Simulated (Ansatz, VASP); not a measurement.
Two plane-wave programs on WAu

```
CELL_PARAMETERS angstrom
0.00000 2.74798 2.74798
2.74798 0.00000 2.74798
2.74798 2.74798 0.00000
ATOMIC_POSITIONS crystal
W 0.00000 0.00000 0.00000
Au 0.75000 0.75000 0.75000
```

Alike in both runs: task relaxation of cell and atoms; functional LDA; k mesh 8 × 8 × 8; occupations fermi-dirac, width 0.05 eV; no spin polarisation.

```csv
,VASP,Ansatz
version,VASP 6.6.1,Ansatz 0.2.0
potentials or method,"VASP PAW LDA potentials, release 64 (W_sv, Au_sv_GW)",Ansatz PAW
plane-wave cutoff (eV),540,420
valence electrons in the cell,33,33
```

VASP gave:

```
gap on the k mesh at the Fermi level, each at its own relaxed structure (eV)  : none
relaxed volume (Å³/atom)                                                      : 23.29
relaxed length of the cell vector where the two differ most in proportion (Å) : 4.038
```

Task: Which values does Ansatz return?

Result: gap on the k mesh at the Fermi level, each at its own relaxed structure (eV): none; relaxed volume (Å³/atom): 23.23; relaxed length of the cell vector where the two differ most in proportion (Å): 4.035.

LDA's correlation is that of Perdew and Zunger in VASP and of Perdew and Wang (1992) in Ansatz. A gap of «none» marks a metal or a gap that the smearing closes.

Spin-orbit coupling is off throughout. Noted on Ansatz's run: the plane-wave basis is chosen anew once the cell has moved, so the energies of steps on either side of that aren't comparable.
